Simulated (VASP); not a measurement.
Write the native input for VASP 6.6.1 that does the following.

| Item | Value |
| --- | --- |
| Task | single point |
| Functional | PBE |
| Potentials or basis | VASP PAW PBE potentials, release 64 (Be, Sb) |
| Cutoff | 520 eV |
| k mesh | 6 × 6 × 6 |
| Occupations | gaussian, width 0.1 eV |
| Spin | no spin polarisation |
| Dipole correction | no |
| Further INCAR settings | ALGO = Normal; EDIFF = 1e-06; NBANDS = 10 |

The structure of BeSb lies in POSCAR:

```
BeSb
1.0
    3.2204624300      0.0000000000      0.0000000000
    0.0000000000      3.2204624300      0.0000000000
    0.0000000000      0.0000000000      3.3393275900
Be Sb
1 1
Direct
    0.5000000000      0.5000000000      0.5613481100
    0.0000000000      0.0000000000      0.9386518900
```

One way to write it, as run:

INCAR

```
PREC = Accurate
ENCUT = 520
EDIFF = 1E-6
ISMEAR = 0
SIGMA = 0.1
LREAL = False
LASPH = True
NELM = 100
ALGO = Normal
ISIF = 2
LWAVE = False
LCHARG = False
GGA = PE
NBANDS = 10
```

KPOINTS

```
Automatic mesh
0
Gamma
  6 6 6
```

Potentials or basis: VASP PAW PBE potentials, release 64 (Be, Sb).

Run with:

```console
$ cat potpaw_PBE.64/Be/POTCAR potpaw_PBE.64/Sb/POTCAR > POTCAR
$ mpirun -np 1 vasp_std > vasp.out
```

It gave:

```json
{
 "Pressure": "7.6 GPa",
 "Largest force": "0.379 eV/Å",
 "Band gap on the k mesh": "zero (an odd number of electrons rules out a gap without spin polarisation)"
}
```

Caveat: the cell stands under pressure; spin-orbit coupling is left out, which moves the levels of the heavy elements.

Wall time 8.8 s on 1 thread of Intel(R) Xeon(R) Platinum 8559C (Emerald Rapids) (shared host), peak memory 0.15 GiB.
